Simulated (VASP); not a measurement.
Here is a VASP 6.6.1 calculation.

Contents of INCAR:

```
SYSTEM = NiO
PREC = Accurate
ENCUT = 520
EDIFF = 1E-6
ISMEAR = 0
SIGMA = 0.05
LREAL = .False.
LASPH = .True.
NELM = 150
ALGO = Normal
ISIF = 2
LWAVE = .False.
LCHARG = .True.
ISPIN = 2
MAGMOM = 2 0
LORBIT = 11
LMAXMIX = 4
LDAU = .True.
LDAUTYPE = 2
LDAUL = 2 -1
LDAUU = 6.2 0
LDAUJ = 0 0
LDAUPRINT = 1
GGA = PE
LELF = .True.
LVHAR = .True.
NBANDS = 19
```

Contents of KPOINTS:

```
regular mesh
0
Gamma
  6 6 6
  0 0 0
```

File POSCAR:

```
NiO
1.0
    0.0000000000      2.0859016414      2.0859016414
    2.0859016414      0.0000000000      2.0859016414
    2.0859016414      2.0859016414      0.0000000000
Ni O
1 1
Direct
    0.0000000000      0.0000000000      0.0000000000
    0.5000000000      0.5000000000      0.5000000000
```

Potentials or basis: VASP PAW PBE potentials, release 64 (Ni, O).

Launch:

```bash
$ cat potpaw_PBE.64/Ni/POTCAR potpaw_PBE.64/O/POTCAR > POTCAR
$ mpirun -np 1 vasp_std > vasp.out
```

Problem. Estimate the net moment.

Solution. 2.00 μB per cell.

Problem. What does it give for the site moments?

Solution. Ni +1.82; O +0.17 μB.

Problem. Estimate the pressure.

Solution. 3.4 GPa.

Problem. Estimate the band gap on the k mesh.

Solution. 2.51 eV, indirect (least direct gap 3.20 eV).

Eigenvalues of the final occupation matrices:
| site | spin | trace | eigenvalues |
| --- | --- | --- | --- |
| site 1 d | 1 | 5.03 | 0.98 0.98 0.98 1.04 1.04 |
| site 1 d | 2 | 3.23 | 0.14 0.14 0.98 0.98 0.98 |

Caveat: the k points lie up to 0.43 Å⁻¹ apart; a cell with one magnetic atom can't hold antiferromagnetic order, which such compounds often take. A k mesh can miss the band edges.
